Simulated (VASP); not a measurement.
# Os (P6_3/mmc) in VASP: a series of runs

The runs below take Os through single point, with LDA.

Everything below comes from runs of VASP 6.6.1. Logs are shortened: lines on timing, memory, paths and dates and some standing lists are left out, and cuts for length are marked.

## Step 1: The cell of the first run

Symmetry: P6_3/mmc, No. 194, hexagonal system. The conventional cell has a = 2.718 Å, b = 2.718 Å, c = 4.284 Å, α = 90.00°, β = 90.00°, γ = 120.00°. Within 3.5 Å of Os (site symmetry -6m2) lie 12 Os at 2.66 to 2.72 Å.

## Step 2: Single point, LDA

Input file INCAR:

```
PREC = Accurate ; ENCUT = 500
EDIFF = 1E-6 ; ISMEAR = -1
SIGMA = 0.1 ; LREAL = False
LASPH = True ; NELM = 120
ALGO = Normal ; ISIF = 2
LWAVE = False ; LCHARG = False
GGA = CA ; NBANDS = 23
GGA_COMPAT = False
```

Input file KPOINTS:

```
Automatic mesh
0
Gamma
  13 13 8
```

Input file POSCAR:

```
Os
1.0
    2.7175247593      0.0000000000      0.0000000000
   -1.3587623796      2.3534454770      0.0000000000
    0.0000000000      0.0000000000      4.2844606214
Os
2
Direct
    0.3333333333      0.6666666667      0.2500000000
    0.6666666667      0.3333333333      0.7500000000
```

Potentials or basis: VASP PAW LDA potentials, release 64 (Os_sv_GW).

On the command line:

```sh
$ cat potpaw_LDA.64/Os_sv_GW/POTCAR > POTCAR
$ mpirun -np 1 vasp_std > vasp.out
```

OUTCAR:

```text
PREC = Accurate
   ENCUT = 500
   EDIFF = 1E-6
   ISMEAR = -1
   LREAL = False
   LASPH = True
   NELM = 120
   ISIF = 2
   GGA = CA

 ion  position               nearest neighbor table
   1  0.333  0.667  0.250-   2 2.66   2 2.66   2 2.66   2 2.66   2 2.66   2 2.66
   2  0.667  0.333  0.750-   1 2.66   1 2.66   1 2.66   1 2.66   1 2.66   1 2.66

  LATTYP: Found a hexagonal cell.
 ALAT       =     2.7175247593
 C/A-ratio  =     1.5766040794

  Lattice vectors:

 A1 = (   2.7175247593,   0.0000000000,   0.0000000000)
 A2 = (  -1.3587623796,   2.3534454770,   0.0000000000)
 A3 = (   0.0000000000,   0.0000000000,   4.2844606214)

Analysis of symmetry for initial positions (statically):
=====================================================================
 Subroutine PRICEL returns:
 Original cell was already a primitive cell.

 Routine SETGRP: Setting up the symmetry group for a
 hexagonal supercell.

 Subroutine GETGRP returns: Found 24 space group operations
 (whereof 12 operations were pure point group operations)
 out of a pool of 24 trial point group operations.

The static configuration has the point symmetry D_3d.
 The point group associated with its full space group is D_6h.

Analysis of symmetry for dynamics (positions and initial velocities):
=====================================================================
 Subroutine PRICEL returns:
 Original cell was already a primitive cell.

 Routine SETGRP: Setting up the symmetry group for a
 hexagonal supercell.

 Subroutine GETGRP returns: Found 24 space group operations
 (whereof 12 operations were pure point group operations)
 out of a pool of 24 trial point group operations.

The dynamic configuration has the point symmetry D_3d.
 The point group associated with its full space group is D_6h.

 Subroutine INISYM returns: Found 24 space group operations
 (whereof 12 operations are pure point group operations),
 and found     1 'primitive' translations

----------------------------------------------------------------------------------------

                                     Primitive cell

  volume of cell :      27.4015

  direct lattice vectors                    reciprocal lattice vectors
     2.717524759  0.000000000  0.000000000     0.367981928  0.212454465  0.000000000
    -1.358762380  2.353445477  0.000000000     0.000000000  0.424908930  0.000000000
     0.000000000  0.000000000  4.284460621     0.000000000  0.000000000  0.233401608

  length of vectors
     2.717524759  2.717524759  4.284460621     0.424908930  0.424908930  0.233401608

  position of ions in fractional coordinates (direct lattice)
     0.333333333  0.666666667  0.250000000
     0.666666667  0.333333333  0.750000000

  ion indices of the primitive-cell ions
   primitive index   ion index
                 1           1
                 2           2

----------------------------------------------------------------------------------------

 KPOINTS: Automatic mesh

Automatic generation of k-mesh.
 Grid dimensions read from file:
 generate k-points for:   13   13    8

 Generating k-lattice:

  Cartesian coordinates                     Fractional coordinates (reciprocal lattice)
     0.028306302  0.016342651  0.000000000     0.076923077  0.000000000  0.000000000
     0.000000000  0.032685302  0.000000000     0.000000000  0.076923077  0.000000000
     0.000000000  0.000000000  0.029175201     0.000000000  0.000000000  0.125000000

  Length of vectors
     0.032685302  0.032685302  0.029175201

  Shift w.r.t. Gamma in fractional coordinates (k-lattice)
     0.000000000  0.000000000  0.000000000

 Subroutine IBZKPT returns following result:
 ===========================================

 Found    105 irreducible k-points:

 Following reciprocal coordinates:
            Coordinates               Weight
  0.000000  0.000000  0.000000      1.000000
  0.076923  0.000000  0.000000      6.000000
  0.153846 -0.000000  0.000000      6.000000
  0.230769 -0.000000  0.000000      6.000000
  0.307692 -0.000000  0.000000      6.000000
  0.384615 -0.000000  0.000000      6.000000
[... 16 lines left out ...]
  0.076923  0.000000  0.125000     12.000000
  0.153846 -0.000000  0.125000     12.000000
 [... further k-points ...]
   k-points           NKPTS =    105   k-points in BZ     NKDIM =    105   number of bands    NBANDS=     23
   number of dos      NEDOS =    301   number of ions     NIONS =      2
   total plane-waves  NPLWV =  12800
   dimension x,y,z NGX =    20 NGY =   20 NGZ =   32
   dimension x,y,z NGXF=    40 NGYF=   40 NGZF=   64
   ions per type =               2
   NGX,Y,Z   is equivalent  to a cutoff of  12.24, 12.24, 12.42 a.u.
   NGXF,Y,Z  is equivalent  to a cutoff of  24.47, 24.47, 24.83 a.u.
 SYSTEM =  unknown system
   PREC   = accura    normal or accurate (medium, high low for compatibility)
   ISTART =      0    job   : 0-new  1-cont  2-samecut
   ICHARG =      2    charge: 1-file 2-atom 10-const
   ISPIN  =      1    spin polarized calculation?
   LNONCOLLINEAR =      F non collinear calculations
   LSORBIT =      F    spin-orbit coupling
   LASPH  =      T    aspherical Exc in radial PAW
   ENCUT  =  500.0 eV  36.75 Ry    6.06 a.u.   4.95  4.95  7.81*2*pi/ulx,y,z
   NELM   =    120;   NELMIN=  2; NELMDL= -5     # of ELM steps
   EDIFF  = 0.1E-05   stopping-criterion for ELM
   LREAL  =      F    real-space projection
   EDIFFG = 0.1E-04   stopping-criterion for IOM
   NSW    =      0    number of steps for IOM
   IBRION =     -1    ionic relax: 0-MD 1-quasi-New 2-CG
   NFREE  =      0    steps in history (QN), initial steepest desc. (CG)
   ISIF   =      2    stress and relaxation
   ISYM   =      2    0-nonsym 1-usesym 2-fastsym
   POTIM  = 0.5000    time-step for ionic-motion
   TEBEG  =    0.0;   TEEND  =   0.0 temperature during run
   PSTRESS=    0.0 pullay stress
   NELECT =      32.0000    total number of electrons
   NUPDOWN=      -1.0000    fix difference up-down
   EMIN   =  10.00;   EMAX   =-10.00  energy-range for DOS
   EFERMI =   0.00;   METHOD = LEGACY
   ISMEAR =    -1;   SIGMA  =   0.10  broadening in eV -4-tet -1-fermi 0-gaus
   EFERMI_NEDOS =   21; number of points for ismear=-14 and -15
   IALGO  =     38    algorithm
   IMIX   =      4    mixing-type and parameters
     AMIX     =   0.40;   BMIX     =  1.00
     AMIX_MAG =   1.60;   BMIX_MAG =  1.00
  volume/ion in A,a.u.               =      13.70        92.46
  Fermi-wavevector in a.u.,A,eV,Ry     =   1.723985  3.257860 40.438219  2.972125
  Thomas-Fermi vector in A             =   2.799759
   LORBIT       =      0    0 simple, 1 ext, 2 COOP (PROOUT), +10 PAW based schemes
   GGA     = CA    functional components
   LHFCALC =     F    Hartree Fock is set to
   AEXX    =    0.0000 exact exchange contribution
   IVDW    =     0    specifies the selected vdW correction
   LEPSILON=     F    determine dielectric tensor
   LRPA    =     F    only Hartree local field effects (RPA)
 non-spin polarized calculation
  energy-cutoff  :      500.00
  volume of cell :       27.40
 maximum number of plane-waves:       716
 NGX is ok and might be reduce to    20
   NGX =  9   NGY =  9   NGZ = 15

 number of electron      32.0000001 magnetization

 Free energy of the ion-electron system (eV)
  ---------------------------------------------------
  ext. energy  EPLUGINS =         0.00000000
  ---------------------------------------------------
  free energy    TOTEN  =       -27.63200721 eV

  energy without entropy =      -27.59366428  energy(sigma->0) =      -27.61283575

 E-fermi :  13.9915     XC(G=0): -14.9446

 val. band max:       13.9798150642   @ k =   0.3077   0.0769   0.2500
 cond. band min:      13.9986496954   @ k =   0.1538   0.0769   0.3750
 fundamental gap:      0.0188346313
 Fermi energy:        13.9914633747

 k-point     1 :       0.0000    0.0000    0.0000
  band No.  band energies     occupation
      1     -72.3109      2.00000
      2     -72.1800      2.00000
      3     -32.6121      2.00000
      4     -31.5878      2.00000
      5     -31.5878      2.00000
      6     -31.3925      2.00000
[... 15 lines left out ...]
     22      27.2935      0.00000
     23      29.7741      0.00000

 k-point     2 :       0.0769    0.0000    0.0000
  band No.  band energies     occupation
      1     -72.3056      2.00000
      2     -72.1781      2.00000
      3     -32.5901      2.00000
      4     -31.6351      2.00000
      5     -31.6038      2.00000
      6     -31.4421      2.00000
[... 15 lines left out ...]
     22      27.8126      0.00000
     23      30.0890      0.00000

 k-point     3 :       0.1538   -0.0000    0.0000
  band No.  band energies     occupation
      1     -72.2907      2.00000
      2     -72.1725      2.00000
      3     -32.5253      2.00000
      4     -31.7640      2.00000
      5     -31.6465      2.00000
      6     -31.5766      2.00000
[... 15 lines left out ...]
     22      29.0845      0.00000
     23      30.6829      0.00000

 k-point     4 :       0.2308   -0.0000    0.0000
  band No.  band energies     occupation
      1     -72.2686      2.00000
      2     -72.1659      2.00000
      3     -32.4272      2.00000
      4     -31.9468      2.00000
      5     -31.7590      2.00000
      6     -31.7048      2.00000
[... 15 lines left out ...]
     22      28.8107      0.00000
     23      29.8234      0.00000

 k-point     5 :       0.3077   -0.0000    0.0000
  band No.  band energies     occupation
      1     -72.2433      2.00000
      2     -72.1603      2.00000
      3     -32.3069      2.00000
      4     -32.1397      2.00000
      5     -31.9455      2.00000
      6     -31.7637      2.00000
[... 434 lines left out ...]
 k-point    22 :       0.0000    0.0000    0.1250
  band No.  band energies     occupation
      1     -72.3061      2.00000
      2     -72.1852      2.00000
      3     -32.5667      2.00000
      4     -31.5805      2.00000
      5     -31.5805      2.00000
      6     -31.4000      2.00000
[... 15 lines left out ...]
     22      26.8862      0.00000
     23      30.4523      0.00000

 k-point    23 :       0.0769    0.0000    0.1250
  band No.  band energies     occupation
      1     -72.3008      2.00000
      2     -72.1828      2.00000
      3     -32.5459      2.00000
      4     -31.6260      2.00000
      5     -31.5959      2.00000
      6     -31.4673      2.00000
[... 15 lines left out ...]
     22      27.3976      0.00000
     23      30.7369      0.00000

 k-point    24 :       0.1538   -0.0000    0.1250
  band No.  band energies     occupation
      1     -72.2863      2.00000
      2     -72.1771      2.00000
      3     -32.4896      2.00000
      4     -31.7520      2.00000
      5     -31.6379      2.00000
      6     -31.6086      2.00000
[... 15 lines left out ...]
     22      28.7032      0.00000
     23      30.7359      0.00000

 [... further k-points ...]
[... 5 lines left out ...]
  --------------------------------------------------------------------------------------
  -------------------------------------------------------------------------------------
  Total       -0.0801195     -0.0801195     -0.1678306     -0.0000000     -0.0000000      0.0000000
  in kB       -4.6846258     -4.6846258     -9.8131370     -0.0000000     -0.0000000      0.0000000
  external PRESSURE =      -6.3941295 kB  Pullay stress =       0.0000000 kB

 VOLUME and BASIS-vectors are now :
 -----------------------------------------------------------------------------
  energy-cutoff  :      500.00
  volume of cell :       27.40
      direct lattice vectors                 reciprocal lattice vectors
     2.717524759  0.000000000  0.000000000     0.367981928  0.212454465  0.000000000
    -1.358762380  2.353445477  0.000000000     0.000000000  0.424908930  0.000000000
     0.000000000  0.000000000  4.284460621     0.000000000  0.000000000  0.233401608

 POSITION                                       TOTAL-FORCE (eV/Angst)
 -----------------------------------------------------------------------------------
     -0.00000      1.56896      1.07112         0.000000     -0.000000      0.000000
      1.35876      0.78448      3.21335        -0.000000      0.000000      0.000000
 -----------------------------------------------------------------------------------
    total drift:                               -0.000000      0.000000     -0.000000

  FREE ENERGIE OF THE ION-ELECTRON SYSTEM (eV)
  ---------------------------------------------------
  free  energy   TOTEN  =       -27.6320072133 eV

  energy  without entropy=      -27.5936642805  energy(sigma->0) =      -27.61283575
```

Run time: 25 s. Hardware: 1 thread of AMD EPYC 9R45 (Zen 5), shared host; peak memory 0.14 GiB.

What came out:

```yaml
Free_energy: -27.6320 eV
Pressure: -0.6 GPa
Band_gap_on_the_k_mesh: zero (band 16 reaches 16.09 eV, above the bottom of band 17 at 12.13 eV)
```

Caveat: spin-orbit coupling is left out, which moves the levels of the heavy elements.

## Step 3: Single point, LDA

Input file INCAR:

```
  ALGO = Normal
  EDIFF = 1E-6
  ENCUT = 500
  GGA = CA
  GGA_COMPAT = F
  ISIF = 2
  ISMEAR = -1
  LASPH = T
  LCHARG = F
  LREAL = F
  LWAVE = F
  NBANDS = 23
  NELM = 120
  PREC = Accurate
  SIGMA = 0.01
```

Input file KPOINTS:

```
k-points
0
Gamma
  13 13 8
```

POSCAR is that of step 2.

Potentials or basis: VASP PAW LDA potentials, release 64 (Os_sv_GW).

On the command line:

```sh
$ cat potpaw_LDA.64/Os_sv_GW/POTCAR > POTCAR
$ mpirun -np 1 vasp_std > vasp.out
```

Run time: 38 s. Hardware: 1 thread of AMD EPYC 9R45 (Zen 5), shared host; peak memory 0.13 GiB.

The run converged. Its results:

```
Free energy            : -27.6129 eV
Pressure               : -0.8 GPa
Band gap on the k mesh : zero (band 16 reaches 16.09 eV, above the bottom of band 17 at 12.12 eV)
```

Stress tensor (GPa, compression positive):
```
-0.51  0.00  0.00
 0.00 -0.51  0.00
 0.00  0.00 -1.34
```

Levels at points of the mesh, in eV from the Fermi level:
```
           k point  band 14  band 15  band 16  band 17  band 18  band 19
(0.00, 0.00, 0.00)    -2.35    -2.35    -1.69    -1.69     0.12     1.69
(0.00, 0.00, 0.50)    -3.43    -3.43    -3.43     0.88     0.88     0.88
```

Caveat: spin-orbit coupling is left out, which moves the levels of the heavy elements.
